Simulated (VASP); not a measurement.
Runs of VASP 6.6.1 on Te2Mo. The structure is that of space group P-6m2 (No. 187), or close to it. The cells are those of the table. 

```csv
level,potentials or basis,cell,k mesh,smearing,gap on the mesh (eV),largest force (eV/Å)
r2SCAN,"VASP PAW PBE potentials, release 64 (Te, Mo_sv)","a = 3.560, b = 3.560, c = 17.524 Å, angles 90.0, 90.0, 120.0°, 3 atoms",12 × 12 × 2,gaussian 0.01 eV,1.13,0.02
LDA,"VASP PAW LDA potentials, release 64 (Te, Mo_sv)","a = 3.536, b = 3.536, c = 17.406 Å, angles 90.0, 90.0, 120.0°, 3 atoms",9 × 9 × 2,fermi-dirac 0.05 eV,1.08,0.08
PBEsol,"VASP PAW PBE potentials, release 64 (Te, Mo_sv)","a = 3.560, b = 3.560, c = 17.524 Å, angles 90.0, 90.0, 120.0°, 3 atoms",9 × 9 × 2,fermi-dirac 0.05 eV,1.05,0.15
LDA,"VASP PAW LDA potentials, release 64 (Te, Mo_sv)","a = 3.584, b = 3.584, c = 17.640 Å, angles 90.0, 90.0, 120.0°, 3 atoms",9 × 9 × 2,fermi-dirac 0.05 eV,1.01,0.63
LDA,"VASP PAW LDA potentials, release 64 (Te, Mo_sv)","a = 3.607, b = 3.607, c = 17.755 Å, angles 90.0, 90.0, 120.0°, 3 atoms",9 × 9 × 2,fermi-dirac 0.05 eV,0.98,0.88
LDA,"VASP PAW LDA potentials, release 64 (Te, Mo_sv)","a = 3.512, b = 3.512, c = 17.287 Å, angles 90.0, 90.0, 120.0°, 3 atoms",9 × 9 × 2,fermi-dirac 0.05 eV,1.11,(b)
PBEsol,"VASP PAW PBE potentials, release 64 (Te, Mo_sv)","a = 3.512, b = 3.512, c = 17.287 Å, angles 90.0, 90.0, 120.0°, 3 atoms",9 × 9 × 2,fermi-dirac 0.05 eV,1.11,(a)
PBEsol,"VASP PAW PBE potentials, release 64 (Te, Mo_sv)","a = 3.560, b = 3.560, c = 17.524 Å, angles 90.0, 90.0, 120.0°, 3 atoms",12 × 12 × 2,gaussian 0.01 eV,1.05,0.15
```

Alike in all rows: task single point; no spin polarisation; cutoff (eV) 520.

Task: Fill in the values left out.

Result: (a) 0.47; (b) 0.23.

Caveats: spin-orbit coupling is left out, which moves the levels of the heavy elements; the PAW data sets were made with another functional, which shifts forces and pressure a little (some runs).

A k mesh can miss the band edges, and the runs leave out spin-orbit coupling on Mo, Te.
